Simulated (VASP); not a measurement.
# As: single point with PBEsol

As:

```xyz
2
Lattice="1.9184 1.1076 3.5141 -1.9184 1.1076 3.5141 0.0000 -2.2152 3.5141" Properties=species:S:1:pos:R:3 pbc="T T T"
As    0.0000    0.0000    2.3825
As    0.0000    0.0000    8.1597
```

```
Program                : VASP 6.6.1
Task                   : single point
Functional             : PBEsol
Potentials or basis    : VASP PAW PBE potentials, release 64 (As_d)
Cutoff                 : 510 eV
k mesh                 : 7 × 7 × 7
Occupations            : fermi-dirac, width 0.05 eV
Spin                   : no spin polarisation
Dipole correction      : no
Further INCAR settings : ALGO = Normal; EDIFF = 1e-06; NBANDS = 22
```

```
Pressure      : -2.9 GPa
Largest force : 0.143 eV/Å
```

Forces on the atoms (eV/Å):
```
As   0.000  0.000  0.143
As   0.000  0.000 -0.143
```

Stress tensor (GPa, compression positive):
```
-3.22  0.00  0.00
 0.00 -3.22  0.00
 0.00  0.00 -2.34
```

Levels at points of the mesh, in eV from the Fermi level:
| k point | band 11 | band 12 | band 13 | band 14 | band 15 | band 16 | band 17 | band 18 | band 19 | band 20 |
| --- | --- | --- | --- | --- | --- | --- | --- | --- | --- | --- |
| (0.00, 0.00, 0.00) | -14.63 | -5.88 | -2.14 | -1.95 | -1.95 | 1.65 | 2.91 | 2.91 | 6.86 | 6.86 |

Run time: 16 s on 1 thread of Intel(R) Xeon(R) Platinum 8488C (Sapphire Rapids), with other jobs on the host, peak memory 0.18 GiB.

Caveat: the PAW data sets were made with another functional, which shifts forces and pressure a little.
